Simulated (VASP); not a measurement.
Runs of VASP 6.6.1 on MgO2. The structure is that of space group R-3m (No. 166), or close to it. The cells are those of the table. 

| cell | gap on the mesh (eV) | pressure (GPa) | largest force (eV/Å) |
| --- | --- | --- | --- |
| a = 3.896 Å, angles 47.9°, 3 atoms | 2.48 | 1.6 | 0.04 |
| a = 3.929 Å, angles 46.7°, 3 atoms | 2.11 | 2.2 | 0.60 |
| a = 4.035 Å, angles 46.1°, 3 atoms | 1.58 | (b) | 1.02 |
| a = 3.976 Å, angles 46.1°, 3 atoms | (a) | -0.7 | 0.93 |

Alike in all rows: task single point; level PBEsol; potentials or basis VASP PAW PBE potentials, release 64 (Mg_sv, O); no spin polarisation; k mesh 12 × 12 × 12; cutoff (eV) 840; smearing gaussian 0.05 eV.

Q: Estimate the missing entries.

A: (a) 1.81; (b) -6.5.

Caveats: the PAW data sets were made with another functional, which shifts forces and pressure a little; the stress differs along the axes, from -5 to 6 GPa (at least some runs); the stress differs along the axes, from -19 to -0 GPa (at least some runs); the stress differs along the axes, from -12 to 5 GPa (at least some runs).

A k mesh can miss the band edges.
